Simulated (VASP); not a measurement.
A run of VASP 6.6.1:

The input INCAR:

```
SYSTEM = SnO
PREC     = Accurate       ! precision mode
ENCUT    = 520            ! plane-wave cutoff, eV
EDIFF    = 1E-6           ! SCF threshold, eV
ISMEAR   = -1             ! smearing method
SIGMA    = 0.02           ! smearing width, eV
LREAL    = .False.        ! projectors in reciprocal space
LASPH    = .True.         ! aspherical terms in the spheres
NELM     = 60             ! most SCF steps
ALGO     = Normal         ! electronic algorithm
ISIF     = 2              ! what is computed and relaxed
LWAVE    = .False.        ! write WAVECAR
LCHARG   = .False.        ! write CHGCAR
GGA      = PE             ! functional
NBANDS   = 17             ! bands
```

The input KPOINTS:

```
regular mesh
0
Gamma
  8 8 8
  0 0 0
```

The input POSCAR:

```
SnO
1.0
    0.0000000000      2.5661484485      2.5661484485
    2.5661484485      0.0000000000      2.5661484485
    2.5661484485      2.5661484485      0.0000000000
Sn O
1 1
Direct
    0.0000000000      0.0000000000      0.0000000000
    0.5000000000      0.5000000000      0.5000000000
```

Potentials or basis: VASP PAW PBE potentials, release 64 (Sn_d, O).

Launch:

```bash
$ cat potpaw_PBE.64/Sn_d/POTCAR potpaw_PBE.64/O/POTCAR > POTCAR
$ mpirun -np 1 vasp_std > vasp.out
```

Hardware: 1 thread of Intel(R) Xeon(R) 6975P-C (Granite Rapids) (shared host).

Task: How long does it take, and how much memory?

Result: Wall time 7.6 s on 1 thread of Intel(R) Xeon(R) 6975P-C (Granite Rapids), with other jobs on the host, peak memory 0.16 GiB. Counts: scf iterations 13, k points 29.
